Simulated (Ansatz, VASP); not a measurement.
**Two plane-wave programs on Si5P**

```
Si P
1.0
     2.46066   -4.22268    0.00000
     2.46066    4.22268    0.00000
     0.00000    0.00000    5.13687
Si P
5 1
Direct
  0.00000 0.50000 0.50000
  0.50000 0.00000 0.50000
  0.00000 0.50000 0.00000
  0.50000 0.00000 0.00000
  0.50000 0.50000 0.50000
  0.50000 0.50000 0.00000
```

Alike in both runs: functional PBE; k mesh 4 × 4 × 4; occupations gaussian, width 0.1 eV; no spin polarisation.

Ansatz relaxed the structure, and its values are those at the end. VASP's run is a single point on that final structure, the one shown.

|  | VASP | Ansatz |
| --- | --- | --- |
| version | VASP 6.6.1 | Ansatz 0.2.0 |
| potentials or method | VASP PAW PBE potentials, release 64 (Si, P), cutoff 520 eV | scalar-relativistic, plane waves, PAW |
| valence electrons in the cell | 25 | 25 |

|  | VASP | Ansatz | Ansatz less VASP |
| --- | --- | --- | --- |
| gap on the k mesh at the Fermi level (eV) | none | none | - |
| pressure (GPa) | 0.1 | 0.1 | +0.07 |

A gap of «none» marks a metal or a gap that the smearing closes.

The k mesh is coarse, so the values compare programs but aren't converged.
